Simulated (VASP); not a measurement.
Input of a VASP 6.6.1 run:

The input INCAR:

```
SYSTEM = Na
PREC = Accurate
ENCUT = 520
EDIFF = 1E-6
ISMEAR = 0
SIGMA = 0.05
LREAL = .False.
LASPH = .True.
NELM = 80
ALGO = Fast
ISIF = 2
LWAVE = .False.
LCHARG = .False.
GGA = PS
NBANDS = 10
```

File KPOINTS:

```
regular mesh
0
Gamma
  12 12 12
  0 0 0
```

Contents of POSCAR:

```
Na
1.0
   -2.1121762316      2.1121762316      2.1121762316
    2.1121762316     -2.1121762316      2.1121762316
    2.1121762316      2.1121762316     -2.1121762316
Na
1
Direct
    0.0000000000      0.0000000000      0.0000000000
```

Potentials or basis: VASP PAW PBE potentials, release 64 (Na_pv).

Run with:

```console
$ cat potpaw_PBE.64/Na_pv/POTCAR > POTCAR
$ mpirun -np 1 vasp_std > vasp.out
```

(1) Estimate the pressure.

## Answers

(1) -0.2 GPa.

Caveat: the PAW data sets were made with another functional, which shifts forces and pressure a little.
